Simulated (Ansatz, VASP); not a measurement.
## Two plane-wave programs on Cu2H

INCAR

```
SYSTEM = Cu2H
ALGO = Normal
EDIFF = 1E-7
EDIFFG = -0.04
ENCUT = 600
GGA = PE
IBRION = 2
ISIF = 3
ISMEAR = 0
LASPH = .TRUE.
LCHARG = .FALSE.
LREAL = .FALSE.
LWAVE = .FALSE.
NELM = 100
NSW = 90
PREC = Accurate
SIGMA = 0.1
```

File KPOINTS:

```
k-points
0
G
  6 6 6
  0 0 0
```

Contents of POSCAR:

```
Cu2H
1.0
    1.4623515618      0.8442890679      4.4166758051
   -1.4623515618      0.8442890679      4.4166758051
    0.0000000000     -1.6885781357      4.4166758051
Cu H
2 1
Direct
    0.7500000000      0.7500000000      0.7500000000
    0.2500000000      0.2500000000      0.2500000000
    0.0000000000      0.0000000000      0.0000000000
```

Input for Ansatz:

```yaml
crystal:
  lattice:
    - [1.4623515618, 0.8442890679, 4.4166758051]
    - [-1.4623515618, 0.8442890679, 4.4166758051]
    - [0.0, -1.6885781357, 4.4166758051]
  atoms:
    - { symbol: Cu, position: [0.75, 0.75, 0.75] }
    - { symbol: Cu, position: [0.25, 0.25, 0.25] }
    - { symbol: H, position: [0.0, 0.0, 0.0] }
basis:
  ecutwfc: 420
kpoints:
  mp_grid: { grid: [6, 6, 6] }
hamiltonian:
  xc: pbe
scf:
  occupations: { method: gaussian, width: 0.1 }
  lower_state_search: "off"
output:
  forces: true
  stress: true
  eigenvalues: true
relax:
  adjacent_minimum: "off"
  f_tol: 0.04
  max_steps: 70
  cell: { stress_tol: 0.4 }
```

Alike in both runs: task relaxation of cell and atoms; functional PBE; k mesh 6 × 6 × 6; occupations gaussian, width 0.1 eV; no spin polarisation.

```csv
,VASP,Ansatz
version,VASP 6.6.1,Ansatz 0.2.0
potentials or method,"VASP PAW PBE potentials, release 64 (Cu, H), cutoff 600 eV","scalar-relativistic, plane waves, PAW"
valence electrons in the cell,23,39
```

```tsv
	VASP	Ansatz	Ansatz less VASP
gap on the k mesh at the Fermi level, each at its own relaxed structure (eV)	none	none	-
relaxed volume (Å³/atom)	8.91	8.90	-0.016
relaxed cell length with the largest relative difference (Å)	4.682	4.680	-0.0024
```

A gap of «none» marks a metal or a gap that the smearing closes. VASP's potentials hold 23 valence electrons a cell and Ansatz's 39, so a difference there can come from the potentials and not from the codes.

The k mesh is coarse, so the values compare programs but aren't converged. Noted on VASP's run: the volume moved by over 15 % at a fixed basis, so the end points are rough.
